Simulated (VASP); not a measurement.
Runs of VASP 6.6.1 on CuO (rock salt type). The structure is that of space group Fm-3m (No. 225), or close to it. The cells are those of the table. 

| level | cell | k mesh | smearing | gap on the mesh (eV) | pressure (GPa) |
| --- | --- | --- | --- | --- | --- |
| PBE | a = 2.960 Å, angles 60.0°, 2 atoms | 22 × 22 × 22 | fermi-dirac 0.0612256 eV | none | (b) |
| PBE | a = 2.981 Å, angles 60.0°, 2 atoms | 22 × 22 × 22 | fermi-dirac 0.0612256 eV | none | 4.2 |
| r2SCAN | a = 3.011 Å, angles 60.0°, 2 atoms | 14 × 14 × 14 | fermi-dirac 0.1 eV | none | -8.3 |
| PBE | a = 3.001 Å, angles 60.0°, 2 atoms | 22 × 22 × 22 | fermi-dirac 0.0612256 eV | none | 0.4 |
| r2SCAN | a = 2.981 Å, angles 60.0°, 2 atoms | 14 × 14 × 14 | fermi-dirac 0.1 eV | none | (a) |
| r2SCAN | a = 3.040 Å, angles 60.0°, 2 atoms | 14 × 14 × 14 | fermi-dirac 0.1 eV | none | -12.9 |
| PBE | a = 2.939 Å, angles 60.0°, 2 atoms | 22 × 22 × 22 | fermi-dirac 0.0612256 eV | none | 13.2 |

Alike in all rows: task single point; potentials or basis VASP PAW PBE potentials, release 64 (Cu, O); no spin polarisation; cutoff (eV) 520.

Task: Estimate the missing entries.

Result: (a) -3.0; (b) 8.4.

Caveats: an odd number of electrons without spin polarisation forces a metal; a magnetic or distorted state may lie lower; semilocal functionals often make such compounds metallic where correlation or magnetic order opens a gap, which also shifts bond lengths; the PAW data sets were made with another functional, which shifts forces and pressure a little (some runs).

A gap of «none» marks levels without a gap at the run's occupations.
